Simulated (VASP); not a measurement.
# KScS2 (P4/mmm) in VASP: further runs

The runs below take KScS2 through single point, with PBE, r2SCAN.

Program: VASP 6.6.1. These are calculated values, not measurements. Logs are shortened: lines on timing, memory, paths and dates and some standing lists are left out, and cuts for length are marked.

### Step 1. The cell of the first run

The structure is tetragonal, space group P4/mmm (No. 123). The conventional cell has a = 4.156 Å, b = 4.156 Å, c = 5.443 Å, α = 90.00°, β = 90.00°, γ = 90.00°. K (site symmetry 4/mmm) has 6 S at 2.72 to 2.94 Å within 3.6 Å. S (site symmetry 4/mmm) has 2 K at 2.72 Å and 4 Sc at 2.94 Å within 3.6 Å. Within 3.6 Å of S (site symmetry 4/mmm) lie 2 Sc at 2.72 Å and 4 K at 2.94 Å. Sc (site symmetry 4/mmm) has 6 S at 2.72 to 2.94 Å within 3.6 Å.

### Step 2. Single point, PBE (epitaxial xy strain +3.0%)

The input, INCAR:

```
ALGO = Normal ; EDIFF = 1E-6
ENCUT = 520 ; GGA = PE
ISIF = 2 ; ISMEAR = -1
LASPH = T ; LCHARG = T
LELF = T ; LREAL = F
LVHAR = T ; LWAVE = F
NBANDS = 24 ; NELM = 80
PREC = Accurate ; SIGMA = 0.02
```

The input, KPOINTS:

```
k-points
0
Gamma
  6 6 6
```

The input, POSCAR:

```
KScS2
1.0
    4.1559139069      0.0000000000      0.0000000000
    0.0000000000      4.1559139069      0.0000000000
    0.0000000000      0.0000000000      5.4427653338
K S Sc
1 2 1
Direct
    0.0000000000      0.0000000000      0.0000000000
    0.0000000000      0.0000000000      0.5000000000
    0.5000000000      0.5000000000      0.0000000000
    0.5000000000      0.5000000000      0.5000000000
```

Potentials or basis: VASP PAW PBE potentials, release 64 (K_sv, S, Sc_sv).

Launch:

```console
$ cat potpaw_PBE.64/K_sv/POTCAR potpaw_PBE.64/S/POTCAR potpaw_PBE.64/Sc_sv/POTCAR > POTCAR
$ mpirun -np 1 vasp_std > vasp.out
```

OUTCAR:

```text
EDIFF = 1E-6
   ENCUT = 520
   GGA = PE
   ISIF = 2
   ISMEAR = -1
   LASPH = T
   LREAL = F
   NELM = 80
   PREC = Accurate

 ion  position               nearest neighbor table
   1  0.000  0.000  0.000-   2 2.72   2 2.72   3 2.94   3 2.94   3 2.94   3 2.94
   2  0.000  0.000  0.500-   1 2.72   1 2.72   4 2.94   4 2.94   4 2.94   4 2.94
   3  0.500  0.500  0.000-   4 2.72   4 2.72   1 2.94   1 2.94   1 2.94   1 2.94
   4  0.500  0.500  0.500-   3 2.72   3 2.72   2 2.94   2 2.94   2 2.94   2 2.94

  LATTYP: Found a simple tetragonal cell.
 ALAT       =     4.1559139069
 C/A-ratio  =     1.3096434276

  Lattice vectors:

 A1 = (   4.1559139069,   0.0000000000,   0.0000000000)
 A2 = (   0.0000000000,   4.1559139069,   0.0000000000)
 A3 = (   0.0000000000,   0.0000000000,   5.4427653338)

Analysis of symmetry for initial positions (statically):
=====================================================================
 Subroutine PRICEL returns:
 Original cell was already a primitive cell.

 Routine SETGRP: Setting up the symmetry group for a
 simple tetragonal supercell.

 Subroutine GETGRP returns: Found 16 space group operations
 (whereof 16 operations were pure point group operations)
 out of a pool of 16 trial point group operations.

The static configuration has the point symmetry D_4h.

Analysis of symmetry for dynamics (positions and initial velocities):
=====================================================================
 Subroutine PRICEL returns:
 Original cell was already a primitive cell.

 Routine SETGRP: Setting up the symmetry group for a
 simple tetragonal supercell.

 Subroutine GETGRP returns: Found 16 space group operations
 (whereof 16 operations were pure point group operations)
 out of a pool of 16 trial point group operations.

The dynamic configuration has the point symmetry D_4h.

 Subroutine INISYM returns: Found 16 space group operations
 (whereof 16 operations are pure point group operations),
 and found     1 'primitive' translations

----------------------------------------------------------------------------------------

                                     Primitive cell

  volume of cell :      94.0054

  direct lattice vectors                    reciprocal lattice vectors
     4.155913907  0.000000000  0.000000000     0.240620961  0.000000000  0.000000000
     0.000000000  4.155913907  0.000000000     0.000000000  0.240620961  0.000000000
     0.000000000  0.000000000  5.442765334     0.000000000  0.000000000  0.183730133

  length of vectors
     4.155913907  4.155913907  5.442765334     0.240620961  0.240620961  0.183730133

  position of ions in fractional coordinates (direct lattice)
     0.000000000  0.000000000  0.000000000
     0.000000000  0.000000000  0.500000000
     0.500000000  0.500000000  0.000000000
     0.500000000  0.500000000  0.500000000

  ion indices of the primitive-cell ions
   primitive index   ion index
                 1           1
                 2           2
                 3           3
                 4           4

----------------------------------------------------------------------------------------

 KPOINTS: k-points

Automatic generation of k-mesh.
 Grid dimensions read from file:
 generate k-points for:    6    6    6

 Generating k-lattice:

  Cartesian coordinates                     Fractional coordinates (reciprocal lattice)
     0.040103494  0.000000000  0.000000000     0.166666667  0.000000000  0.000000000
     0.000000000  0.040103494  0.000000000     0.000000000  0.166666667  0.000000000
     0.000000000  0.000000000  0.030621689     0.000000000  0.000000000  0.166666667

  Length of vectors
     0.040103494  0.040103494  0.030621689

  Shift w.r.t. Gamma in fractional coordinates (k-lattice)
     0.000000000  0.000000000  0.000000000

 Subroutine IBZKPT returns following result:
 ===========================================

 Found     40 irreducible k-points:

 Following reciprocal coordinates:
            Coordinates               Weight
  0.000000  0.000000  0.000000      1.000000
  0.166667  0.000000  0.000000      4.000000
  0.333333  0.000000  0.000000      4.000000
  0.500000  0.000000  0.000000      2.000000
  0.166667  0.166667  0.000000      4.000000
  0.333333  0.166667  0.000000      8.000000
[... 16 lines left out ...]
  0.333333  0.000000  0.333333      8.000000
  0.500000  0.000000  0.333333      4.000000
 [... further k-points ...]
   k-points           NKPTS =     40   k-points in BZ     NKDIM =     40   number of bands    NBANDS=     24
   number of dos      NEDOS =    301   number of ions     NIONS =      4
   total plane-waves  NPLWV =  40960
   dimension x,y,z NGX =    32 NGY =   32 NGZ =   40
   dimension x,y,z NGXF=    64 NGYF=   64 NGZF=   80
   ions per type =               1   2   1
   NGX,Y,Z   is equivalent  to a cutoff of  12.80, 12.80, 12.22 a.u.
   NGXF,Y,Z  is equivalent  to a cutoff of  25.60, 25.60, 24.44 a.u.
 SYSTEM =  unknown system
   PREC   = accura    normal or accurate (medium, high low for compatibility)
   ISTART =      0    job   : 0-new  1-cont  2-samecut
   ICHARG =      2    charge: 1-file 2-atom 10-const
   ISPIN  =      1    spin polarized calculation?
   LNONCOLLINEAR =      F non collinear calculations
   LSORBIT =      F    spin-orbit coupling
   LASPH  =      T    aspherical Exc in radial PAW
   ENCUT  =  520.0 eV  38.22 Ry    6.18 a.u.   7.73  7.73 10.12*2*pi/ulx,y,z
   NELM   =     80;   NELMIN=  2; NELMDL= -5     # of ELM steps
   EDIFF  = 0.1E-05   stopping-criterion for ELM
   LREAL  =      F    real-space projection
   EDIFFG = 0.1E-04   stopping-criterion for IOM
   NSW    =      0    number of steps for IOM
   IBRION =     -1    ionic relax: 0-MD 1-quasi-New 2-CG
   NFREE  =      0    steps in history (QN), initial steepest desc. (CG)
   ISIF   =      2    stress and relaxation
   ISYM   =      2    0-nonsym 1-usesym 2-fastsym
   POTIM  = 0.5000    time-step for ionic-motion
   TEBEG  =    0.0;   TEEND  =   0.0 temperature during run
   PSTRESS=    0.0 pullay stress
   NELECT =      32.0000    total number of electrons
   NUPDOWN=      -1.0000    fix difference up-down
   EMIN   =  10.00;   EMAX   =-10.00  energy-range for DOS
   EFERMI =   0.00;   METHOD = LEGACY
   ISMEAR =    -1;   SIGMA  =   0.02  broadening in eV -4-tet -1-fermi 0-gaus
   EFERMI_NEDOS =   21; number of points for ismear=-14 and -15
   IALGO  =     38    algorithm
   IMIX   =      4    mixing-type and parameters
     AMIX     =   0.40;   BMIX     =  1.00
     AMIX_MAG =   1.60;   BMIX_MAG =  1.00
  volume/ion in A,a.u.               =      23.50       158.59
  Fermi-wavevector in a.u.,A,eV,Ry     =   1.143073  2.160095 17.777585  1.306616
  Thomas-Fermi vector in A             =   2.279769
   LORBIT       =      0    0 simple, 1 ext, 2 COOP (PROOUT), +10 PAW based schemes
   GGA     = PE    functional components
   LHFCALC =     F    Hartree Fock is set to
   AEXX    =    0.0000 exact exchange contribution
   IVDW    =     0    specifies the selected vdW correction
   LEPSILON=     F    determine dielectric tensor
   LRPA    =     F    only Hartree local field effects (RPA)
 non-spin polarized calculation
  energy-cutoff  :      520.00
  volume of cell :       94.01
 maximum number of plane-waves:      2552
 NGX is ok and might be reduce to    32
   NGX = 15   NGY = 15   NGZ = 21

 number of electron      31.9999997 magnetization

 Free energy of the ion-electron system (eV)
  ---------------------------------------------------
  ext. energy  EPLUGINS =         0.00000000
  ---------------------------------------------------
  free energy    TOTEN  =       -20.42967235 eV

  energy without entropy =      -20.42966981  energy(sigma->0) =      -20.42967108

 E-fermi :   2.5191     XC(G=0):  -9.2150

 val. band max:        2.3611487913   @ k =   0.0000   0.0000   0.0000
 cond. band min:       2.6774981096   @ k =   0.0000   0.0000   0.0000
 fundamental gap:      0.3163493182
 Fermi energy:         2.5190501071

 k-point     1 :       0.0000    0.0000    0.0000
  band No.  band energies     occupation
      1     -48.2826      2.00000
      2     -26.8872      2.00000
      3     -26.8872      2.00000
      4     -26.6825      2.00000
      5     -25.3614      2.00000
      6      -9.5026      2.00000
[... 16 lines left out ...]
     23       7.6942      0.00000
     24       9.3935      0.00000

 k-point     2 :       0.1667    0.0000    0.0000
  band No.  band energies     occupation
      1     -48.2824      2.00000
      2     -26.8911      2.00000
      3     -26.8868      2.00000
      4     -26.6823      2.00000
      5     -25.3585      2.00000
      6      -9.5118      2.00000
[... 16 lines left out ...]
     23       8.1163      0.00000
     24       9.5433      0.00000

 k-point     3 :       0.3333    0.0000    0.0000
  band No.  band energies     occupation
      1     -48.2821      2.00000
      2     -26.8990      2.00000
      3     -26.8860      2.00000
      4     -26.6817      2.00000
      5     -25.3526      2.00000
      6      -9.7179      2.00000
[... 16 lines left out ...]
     23       8.8743      0.00000
     24       8.9256      0.00000

 k-point     4 :       0.5000    0.0000    0.0000
  band No.  band energies     occupation
      1     -48.2819      2.00000
      2     -26.9029      2.00000
      3     -26.8855      2.00000
      4     -26.6814      2.00000
      5     -25.3497      2.00000
      6      -9.8308      2.00000
[... 16 lines left out ...]
     23       8.6043      0.00000
     24       9.1794      0.00000

 k-point     5 :       0.1667    0.1667    0.0000
  band No.  band energies     occupation
      1     -48.2823      2.00000
      2     -26.8909      2.00000
      3     -26.8903      2.00000
      4     -26.6820      2.00000
      5     -25.3557      2.00000
      6      -9.5251      2.00000
[... 451 lines left out ...]
 k-point    22 :       0.1667    0.0000    0.3333
  band No.  band energies     occupation
      1     -48.2824      2.00000
      2     -26.8911      2.00000
      3     -26.8868      2.00000
      4     -26.6841      2.00000
      5     -25.3568      2.00000
      6     -10.2241      2.00000
[... 16 lines left out ...]
     23       8.0268      0.00000
     24       9.6310      0.00000

 k-point    23 :       0.3333    0.0000    0.3333
  band No.  band energies     occupation
      1     -48.2821      2.00000
      2     -26.8988      2.00000
      3     -26.8859      2.00000
      4     -26.6833      2.00000
      5     -25.3514      2.00000
      6     -10.1408      2.00000
[... 16 lines left out ...]
     23       8.3098      0.00000
     24       9.9215      0.00000

 k-point    24 :       0.5000    0.0000    0.3333
  band No.  band energies     occupation
      1     -48.2819      2.00000
      2     -26.9027      2.00000
      3     -26.8855      2.00000
      4     -26.6830      2.00000
      5     -25.3486      2.00000
      6     -10.0972      2.00000
[... 16 lines left out ...]
     23       8.0235      0.00000
     24       9.3859      0.00000

 [... further k-points ...]
[... 5 lines left out ...]
  --------------------------------------------------------------------------------------
  -------------------------------------------------------------------------------------
  Total       -1.6991983     -1.6991983      0.4881278      0.0000000     -0.0000000      0.0000000
  in kB      -28.9602268    -28.9602268      8.3193883      0.0000000     -0.0000000      0.0000000
  external PRESSURE =     -16.5336884 kB  Pullay stress =       0.0000000 kB

 VOLUME and BASIS-vectors are now :
 -----------------------------------------------------------------------------
  energy-cutoff  :      520.00
  volume of cell :       94.01
      direct lattice vectors                 reciprocal lattice vectors
     4.155913907  0.000000000  0.000000000     0.240620961  0.000000000  0.000000000
     0.000000000  4.155913907  0.000000000     0.000000000  0.240620961  0.000000000
     0.000000000  0.000000000  5.442765334     0.000000000  0.000000000  0.183730133

 POSITION                                       TOTAL-FORCE (eV/Angst)
 -----------------------------------------------------------------------------------
      0.00000      0.00000      0.00000         0.000000      0.000000      0.000000
      0.00000      0.00000      2.72138         0.000000      0.000000      0.000000
      2.07796      2.07796      0.00000         0.000000      0.000000      0.000000
      2.07796      2.07796      2.72138         0.000000      0.000000      0.000000
 -----------------------------------------------------------------------------------
    total drift:                                0.000000     -0.000000     -0.000000

  FREE ENERGIE OF THE ION-ELECTRON SYSTEM (eV)
  ---------------------------------------------------
  free  energy   TOTEN  =       -20.4296723490 eV

  energy  without entropy=      -20.4296698054  energy(sigma->0) =      -20.42967108
```

It took 42 s on 1 thread of Intel Xeon Platinum 8488C (Sapphire Rapids), shared host; peak memory 0.24 GiB.

Results:

```yaml
Free_energy: -20.4297 eV
Pressure: -1.7 GPa
Band_gap_on_the_k_mesh: 0.32 eV, direct
```

Caveat: the cell differs from its parent crystal (epitaxial xy strain +3.0%). A k mesh can miss the band edges.

### Step 3. Single point, r2SCAN (epitaxial xy strain +3.0%)

POSCAR is that of step 2.

The input, INCAR.step1:

```
PREC = Accurate ; ENCUT = 520
ISMEAR = 0 ; SIGMA = 0.01
LREAL = F ; LASPH = T
NELM = 80 ; NBANDS = 24
GGA = PE ; ALGO = Normal
EDIFF = 1E-4 ; LWAVE = T
LCHARG = F
```

The input, INCAR.step2:

```
PREC = Accurate ; ENCUT = 520
EDIFF = 1E-6 ; ISMEAR = 0
SIGMA = 0.01 ; LREAL = F
LASPH = T ; NELM = 80
ALGO = Normal ; ISIF = 2
LWAVE = F ; LCHARG = F
METAGGA = R2SCAN ; LMIXTAU = T
NBANDS = 24 ; ISTART = 1
```

The input, KPOINTS:

```
Automatic mesh
0
Gamma
  6 6 6
```

Potentials or basis: VASP PAW PBE potentials, release 64 (K_sv, S, Sc_sv).

Launch:

```console
$ cat potpaw_PBE.64/K_sv/POTCAR potpaw_PBE.64/S/POTCAR potpaw_PBE.64/Sc_sv/POTCAR > POTCAR
$ cp INCAR.step1 INCAR
$ mpirun -np 1 vasp_std > vasp.out
$ cp INCAR.step2 INCAR
$ mpirun -np 1 vasp_std > vasp.out
```

It took 2.4 min on 1 thread of Intel Xeon Platinum 8488C (Sapphire Rapids), shared host; peak memory 0.26 GiB.

The run converged. Its results:

```
Free energy            : -39.2617 eV
Pressure               : -2.4 GPa
Band gap on the k mesh : 0.56 eV, direct
```

Stress tensor (GPa, compression positive):
```
-3.81  0.00  0.00
 0.00 -3.81  0.00
 0.00  0.00  0.34
```

Levels at points of the mesh, in eV from the valence-band top:
| k point | band 14 | band 15 | band 16 | band 17 | band 18 | band 19 |
| --- | --- | --- | --- | --- | --- | --- |
| (0.00, 0.00, 0.00) | -0.18 | 0.00 | 0.00 | 0.56 | 1.37 | 1.65 |
| (0.50, 0.00, 0.00) | -1.67 | -1.07 | -0.69 | 1.79 | 1.99 | 2.12 |
| (0.50, 0.50, 0.00) | -0.50 | -0.50 | -0.48 | 1.03 | 1.03 | 1.99 |
| (0.00, 0.00, 0.50) | -1.76 | -0.52 | -0.52 | 0.63 | 1.38 | 2.19 |
| (0.50, 0.00, 0.50) | -2.36 | -0.95 | -0.89 | 2.02 | 2.50 | 2.54 |
| (0.50, 0.50, 0.50) | -1.57 | -1.25 | -1.25 | 2.07 | 2.20 | 2.29 |

Caveat: the cell differs from its parent crystal (epitaxial xy strain +3.0%); the PAW data sets were made with another functional, which shifts forces and pressure a little. A k mesh can miss the band edges.
